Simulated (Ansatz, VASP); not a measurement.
Two plane-wave programs on MoS

```
CELL_PARAMETERS angstrom
0.00000 2.56619 2.56619
2.56619 0.00000 2.56619
2.56619 2.56619 0.00000
ATOMIC_POSITIONS crystal
Mo 0.00000 0.00000 0.00000
S 0.25000 0.25000 0.25000
```

Alike in both runs: task relaxation of cell and atoms; functional PBE; k mesh 6 × 6 × 6; occupations gaussian, width 0.1 eV; collinear spin; Hubbard terms Mo d U = 4.38 eV.

|  | VASP | Ansatz |
| --- | --- | --- |
| version | VASP 6.6.1 | Ansatz 0.2.0 |
| potentials or method | VASP PAW PBE potentials, release 64 (Mo_sv, S), cutoff 600 eV | scalar-relativistic, plane waves, PAW |
| valence electrons in the cell | 20 | 20 |

|  | VASP | Ansatz | Ansatz less VASP |
| --- | --- | --- | --- |
| gap on the k mesh at the Fermi level, each at its own relaxed structure (eV) | none | none | - |
| net moment per atom (μB) | 0.70 | 2.00 | +1.301 |
| size of the moment on the site where the two differ most (μB) | 1.39 | 2.99 | +1.606 |
| relaxed volume (Å³/atom) | 20.54 | 26.47 | +5.933 |
| relaxed cell length with the largest relative difference (Å) | 3.873 | 4.215 | +0.3419 |

The net moments are unlike, so the other rows may belong to different states. Site moments also hang on the region over which each program counts them. The programs project onto different local orbitals, so the same U acts differently, and such runs can settle in different states. A gap of «none» marks a metal or a gap that the smearing closes. Ansatz's warnings: cell relax basis refresh, filled band counts differ across k points.

Noted on VASP's run: the volume moved by over 15 % at a fixed basis, so the end points are rough.
